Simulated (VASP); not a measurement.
# PC3 (P-6c2) in VASP: single point with PBE

Aim: the single point of PC3 with PBE.

All numbers are computed with VASP 6.6.1; they aren't measurements. Logs are shortened: lines on timing, memory, paths and dates and some standing lists are left out, and cuts for length are marked.

### 1 The cell of the first run

It takes space group P-6c2 (No. 188, hexagonal). Conventional cell: a = 3.786 Å, b = 3.786 Å, c = 5.450 Å, α = 90.00°, β = 90.00°, γ = 120.00°. P (site symmetry 32) has 6 C at 1.83 Å within 2.4 Å. Within 2.3 Å of C (site symmetry m) lie 4 C at 1.75 to 2.12 Å and 2 P at 1.83 Å.

### 2 Single point, PBE

INCAR

```
SYSTEM = PC3
ALGO = Normal ; EDIFF = 1E-6
ENCUT = 520 ; GGA = PE
ISIF = 2 ; ISMEAR = 0
LASPH = .TRUE. ; LCHARG = .TRUE.
LELF = .TRUE. ; LREAL = .FALSE.
LVHAR = .TRUE. ; LWAVE = .FALSE.
NBANDS = 27 ; NELM = 100
PREC = Accurate ; SIGMA = 0.1
```

KPOINTS

```
k-points
0
G
  6 6 4
  0 0 0
```

POSCAR

```
PC3
1.0
    3.7863597400      0.0000000000      0.0000000000
   -1.8931798700      3.2790837200      0.0000000000
    0.0000000000      0.0000000000      5.4498477100
P C
2 6
Direct
    0.3333333300      0.6666666700      0.5000000000
    0.3333333300      0.6666666700      0.0000000000
    0.0891516600      0.7886993100      0.7500000000
    0.2113006900      0.3004523500      0.7500000000
    0.6995476500      0.9108483400      0.7500000000
    0.6995476500      0.7886993100      0.2500000000
    0.2113006900      0.9108483400      0.2500000000
    0.0891516600      0.3004523500      0.2500000000
```

Potentials or basis: VASP PAW PBE potentials, release 64 (P, C).

Command:

```sh
$ cat potpaw_PBE.64/P/POTCAR potpaw_PBE.64/C/POTCAR > POTCAR
$ mpirun -np 1 vasp_std > vasp.out
```

OUTCAR:

```text
SYSTEM = PC3
   EDIFF = 1E-6
   ENCUT = 520
   GGA = PE
   ISIF = 2
   ISMEAR = 0
   LASPH = .TRUE.
   LREAL = .FALSE.
   NELM = 100
   PREC = Accurate

 ion  position               nearest neighbor table
   1  0.333  0.667  0.500-   7 1.83   3 1.83   8 1.83   5 1.83   4 1.83   6 1.83   2 2.72   2 2.72

   2  0.333  0.667  0.000-   7 1.83   3 1.83   8 1.83   5 1.83   4 1.83   6 1.83   1 2.72   1 2.72

   3  0.089  0.789  0.750-   4 1.75   5 1.75   2 1.83   1 1.83
   4  0.211  0.300  0.750-   3 1.75   5 1.75   1 1.83   2 1.83
   5  0.700  0.911  0.750-   4 1.75   3 1.75   2 1.83   1 1.83
   6  0.700  0.789  0.250-   8 1.75   7 1.75   1 1.83   2 1.83
   7  0.211  0.911  0.250-   8 1.75   6 1.75   1 1.83   2 1.83
   8  0.089  0.300  0.250-   6 1.75   7 1.75   1 1.83   2 1.83

  LATTYP: Found a hexagonal cell.
 ALAT       =     3.7863597400
 C/A-ratio  =     1.4393370108

  Lattice vectors:

 A1 = (   3.7863597400,   0.0000000000,   0.0000000000)
 A2 = (  -1.8931798700,   3.2790837200,   0.0000000000)
 A3 = (   0.0000000000,   0.0000000000,   5.4498477100)

Analysis of symmetry for initial positions (statically):
=====================================================================
 Subroutine PRICEL returns:
 Original cell was already a primitive cell.

 Routine SETGRP: Setting up the symmetry group for a
 hexagonal supercell.

 Subroutine GETGRP returns: Found 12 space group operations
 (whereof  6 operations were pure point group operations)
 out of a pool of 24 trial point group operations.

The static configuration has the point symmetry D_3 .
 The point group associated with its full space group is D_3h.

Analysis of symmetry for dynamics (positions and initial velocities):
=====================================================================
 Subroutine PRICEL returns:
 Original cell was already a primitive cell.

 Routine SETGRP: Setting up the symmetry group for a
 hexagonal supercell.

 Subroutine GETGRP returns: Found 12 space group operations
 (whereof  6 operations were pure point group operations)
 out of a pool of 24 trial point group operations.

The dynamic configuration has the point symmetry D_3 .
 The point group associated with its full space group is D_3h.

 Subroutine INISYM returns: Found 12 space group operations
 (whereof  6 operations are pure point group operations),
 and found     1 'primitive' translations

----------------------------------------------------------------------------------------

                                     Primitive cell

  volume of cell :      67.6642

  direct lattice vectors                    reciprocal lattice vectors
     3.786359740  0.000000000  0.000000000     0.264105914  0.152481621  0.000000000
    -1.893179870  3.279083720  0.000000000     0.000000000  0.304963241  0.000000000
     0.000000000  0.000000000  5.449847710     0.000000000  0.000000000  0.183491366

  length of vectors
     3.786359740  3.786359738  5.449847710     0.304963241  0.304963241  0.183491366

  position of ions in fractional coordinates (direct lattice)
     0.333333330  0.666666670  0.500000000
     0.333333330  0.666666670  0.000000000
     0.089151660  0.788699310  0.750000000
     0.211300690  0.300452350  0.750000000
     0.699547650  0.910848340  0.750000000
     0.699547650  0.788699310  0.250000000
     0.211300690  0.910848340  0.250000000
     0.089151660  0.300452350  0.250000000

  ion indices of the primitive-cell ions
   primitive index   ion index
                 1           1
                 2           2
                 3           3
                 4           4
                 5           5
                 6           6
                 7           7
                 8           8

----------------------------------------------------------------------------------------

 KPOINTS: k-points

Automatic generation of k-mesh.
 Grid dimensions read from file:
 generate k-points for:    6    6    4

 Generating k-lattice:

  Cartesian coordinates                     Fractional coordinates (reciprocal lattice)
     0.044017652  0.025413603  0.000000000     0.166666667  0.000000000  0.000000000
     0.000000000  0.050827207  0.000000000     0.000000000  0.166666667  0.000000000
     0.000000000  0.000000000  0.045872841     0.000000000  0.000000000  0.250000000

  Length of vectors
     0.050827207  0.050827207  0.045872841

  Shift w.r.t. Gamma in fractional coordinates (k-lattice)
     0.000000000  0.000000000  0.000000000

 Subroutine IBZKPT returns following result:
 ===========================================

 Found     21 irreducible k-points:

 Following reciprocal coordinates:
            Coordinates               Weight
  0.000000  0.000000  0.000000      1.000000
  0.166667  0.000000  0.000000      6.000000
  0.333333  0.000000  0.000000      6.000000
  0.500000  0.000000  0.000000      3.000000
  0.166667  0.166667  0.000000      6.000000
  0.333333  0.166667  0.000000     12.000000
[... 13 lines left out ...]
  0.333333  0.166667  0.500000     12.000000
  0.333333  0.333333  0.500000      2.000000
   k-points           NKPTS =     21   k-points in BZ     NKDIM =     21   number of bands    NBANDS=     27
   number of dos      NEDOS =    301   number of ions     NIONS =      8
   total plane-waves  NPLWV =  32928
   dimension x,y,z NGX =    28 NGY =   28 NGZ =   42
   dimension x,y,z NGXF=    56 NGYF=   56 NGZF=   84
   ions per type =               2   6
   NGX,Y,Z   is equivalent  to a cutoff of  12.29, 12.29, 12.81 a.u.
   NGXF,Y,Z  is equivalent  to a cutoff of  24.59, 24.59, 25.62 a.u.
 SYSTEM =  PC3
   PREC   = accura    normal or accurate (medium, high low for compatibility)
   ISTART =      0    job   : 0-new  1-cont  2-samecut
   ICHARG =      2    charge: 1-file 2-atom 10-const
   ISPIN  =      1    spin polarized calculation?
   LNONCOLLINEAR =      F non collinear calculations
   LSORBIT =      F    spin-orbit coupling
   LASPH  =      T    aspherical Exc in radial PAW
   ENCUT  =  520.0 eV  38.22 Ry    6.18 a.u.   7.04  7.04 10.13*2*pi/ulx,y,z
   NELM   =    100;   NELMIN=  2; NELMDL= -5     # of ELM steps
   EDIFF  = 0.1E-05   stopping-criterion for ELM
   LREAL  =      F    real-space projection
   EDIFFG = 0.1E-04   stopping-criterion for IOM
   NSW    =      0    number of steps for IOM
   IBRION =     -1    ionic relax: 0-MD 1-quasi-New 2-CG
   NFREE  =      0    steps in history (QN), initial steepest desc. (CG)
   ISIF   =      2    stress and relaxation
   ISYM   =      2    0-nonsym 1-usesym 2-fastsym
   POTIM  = 0.5000    time-step for ionic-motion
   TEBEG  =    0.0;   TEEND  =   0.0 temperature during run
   PSTRESS=    0.0 pullay stress
   NELECT =      34.0000    total number of electrons
   NUPDOWN=      -1.0000    fix difference up-down
   EMIN   =  10.00;   EMAX   =-10.00  energy-range for DOS
   EFERMI =   0.00;   METHOD = LEGACY
   ISMEAR =     0;   SIGMA  =   0.10  broadening in eV -4-tet -1-fermi 0-gaus
   EFERMI_NEDOS =   21; number of points for ismear=-14 and -15
   IALGO  =     38    algorithm
   IMIX   =      4    mixing-type and parameters
     AMIX     =   0.40;   BMIX     =  1.00
     AMIX_MAG =   1.60;   BMIX_MAG =  1.00
  volume/ion in A,a.u.               =       8.46        57.08
  Fermi-wavevector in a.u.,A,eV,Ry     =   1.301512  2.459501 23.047369  1.693934
  Thomas-Fermi vector in A             =   2.432641
   LORBIT       =      0    0 simple, 1 ext, 2 COOP (PROOUT), +10 PAW based schemes
   GGA     = PE    functional components
   LHFCALC =     F    Hartree Fock is set to
   AEXX    =    0.0000 exact exchange contribution
   IVDW    =     0    specifies the selected vdW correction
   LEPSILON=     F    determine dielectric tensor
   LRPA    =     F    only Hartree local field effects (RPA)
 non-spin polarized calculation
 Gauss-broadening in eV      SIGMA  =   0.10
  energy-cutoff  :      520.00
  volume of cell :       67.66
 maximum number of plane-waves:      1836
   NGX = 15   NGY = 15   NGZ = 21

 number of electron      33.9999999 magnetization

 Free energy of the ion-electron system (eV)
  ---------------------------------------------------
  ext. energy  EPLUGINS =         0.00000000
  ---------------------------------------------------
  free energy    TOTEN  =       -50.91163514 eV

  energy without entropy =      -50.88847394  energy(sigma->0) =      -50.90005454

 E-fermi :   8.4926     XC(G=0): -11.8224

 val. band max:        8.4806195356   @ k =   0.3333   0.3333   0.0000
 cond. band min:       8.5706488530   @ k =   0.3333   0.1667   0.5000
 fundamental gap:      0.0900293174
 Fermi energy:         8.4925917467

 k-point     1 :       0.0000    0.0000    0.0000
  band No.  band energies     occupation
      1     -11.4317      2.00000
      2      -8.5415      2.00000
      3      -5.1968      2.00000
      4      -2.5636      2.00000
      5      -1.3851      2.00000
      6      -0.7707      2.00000
[... 19 lines left out ...]
     26      18.2592      0.00000
     27      18.2825      0.00000

 k-point     2 :       0.1667    0.0000    0.0000
  band No.  band energies     occupation
      1     -11.1965      2.00000
      2      -8.3096      2.00000
      3      -4.9645      2.00000
      4      -4.0889      2.00000
      5      -2.3707      2.00000
      6      -1.1921      2.00000
[... 19 lines left out ...]
     26      17.3994      0.00000
     27      17.6699      0.00000

 k-point     3 :       0.3333    0.0000    0.0000
  band No.  band energies     occupation
      1     -10.5841      2.00000
      2      -7.6843      2.00000
      3      -5.9648      2.00000
      4      -4.3828      2.00000
      5      -3.9778      2.00000
      6      -1.7822      2.00000
[... 504 lines left out ...]
      1      -9.1423      2.00000
      2      -9.1423      2.00000
      3      -5.9399      2.00000
      4      -5.9398      2.00000
      5      -1.9276      2.00000
      6      -1.9266      2.00000
[... 19 lines left out ...]
     26      16.5662      0.00000
     27      17.0139      0.00000

 k-point    21 :       0.3333    0.3333    0.5000
  band No.  band energies     occupation
      1      -8.8567      2.00000
      2      -8.8567      2.00000
      3      -6.2832      2.00000
      4      -6.2832      2.00000
      5      -2.5418      2.00000
      6      -2.5418      2.00000
[... 19 lines left out ...]
     26      16.6831      0.00000
     27      16.7055      0.00000

------------------------ aborting loop because EDIFF is reached ----------------------------------------

  FORCE on cell =-STRESS in cart. coord.  units (eV):
  Direction    XX          YY          ZZ          XY          YZ          ZX
  --------------------------------------------------------------------------------------
  -------------------------------------------------------------------------------------
  Total        3.5929954      3.5929954      7.0650926      0.0000000      0.0000000     -0.0000000
  in kB       85.0762806     85.0762805    167.2898899      0.0000000      0.0000000     -0.0000000
  external PRESSURE =     112.4808170 kB  Pullay stress =       0.0000000 kB

 VOLUME and BASIS-vectors are now :
 -----------------------------------------------------------------------------
  energy-cutoff  :      520.00
  volume of cell :       67.66
      direct lattice vectors                 reciprocal lattice vectors
     3.786359740  0.000000000  0.000000000     0.264105914  0.152481621  0.000000000
    -1.893179870  3.279083720  0.000000000     0.000000000  0.304963241  0.000000000
     0.000000000  0.000000000  5.449847710     0.000000000  0.000000000  0.183491366

 POSITION                                       TOTAL-FORCE (eV/Angst)
 -----------------------------------------------------------------------------------
     -0.00000      2.18606      2.72492        -0.000000     -0.000000     -0.000000
     -0.00000      2.18606      0.00000        -0.000000     -0.000000      0.000000
     -1.15559      2.58621      4.08739        -5.444597      4.463461     -0.000000
      0.23125      0.98521      4.08739        -1.143172     -6.946890     -0.000000
      0.92434      2.98675      4.08739         6.587769      2.483429      0.000000
      1.15559      2.58621      1.36246         5.444597      4.463461      0.000000
     -0.92434      2.98675      1.36246        -6.587769      2.483429      0.000000
     -0.23125      0.98521      1.36246         1.143172     -6.946890      0.000000
 -----------------------------------------------------------------------------------
    total drift:                                0.000006     -0.000005      0.000000

  FREE ENERGIE OF THE ION-ELECTRON SYSTEM (eV)
  ---------------------------------------------------
  free  energy   TOTEN  =       -50.9116351417 eV

  energy  without entropy=      -50.8884739417  energy(sigma->0) =      -50.90005454
```

It took 71 s on 1 thread of AMD EPYC 7R43 (Zen 3), shared host; peak memory 0.14 GiB.

What came out:

```
Free energy            : -50.9116 eV
Pressure               : 11.2 GPa
Largest force          : 7.040 eV/Å
Band gap on the k mesh : zero (band 17 reaches 9.34 eV, above the bottom of band 18 at 6.93 eV)
```

Forces in eV/Å, atoms in the order of the input:
```
P    0.000  0.000  0.000
P    0.000  0.000  0.000
C   -5.445  4.463  0.000
C   -1.143 -6.947  0.000
C    6.588  2.483  0.000
C    5.445  4.463  0.000
C   -6.588  2.483  0.000
C    1.143 -6.947  0.000
```

Levels at points of the mesh, in eV from the Fermi level:
```
           k point  band 14  band 15  band 16  band 17  band 18  band 19  band 20  band 21
(0.00, 0.00, 0.00)    -4.83    -3.81    -3.81     0.85     0.85     1.27     2.49     2.49
(0.50, 0.00, 0.00)    -1.34    -0.79    -0.04     0.26     0.56     2.40     2.62     3.33
(0.00, 0.00, 0.50)    -4.72    -1.45    -1.45    -1.45    -1.45     2.70     2.70     4.70
(0.50, 0.00, 0.50)    -2.27    -0.87    -0.87     0.34     0.34     2.88     2.88     4.22
```

Caveat: forces of over 1 eV/Å act on the atoms, so gaps and moduli don't describe the material at rest.
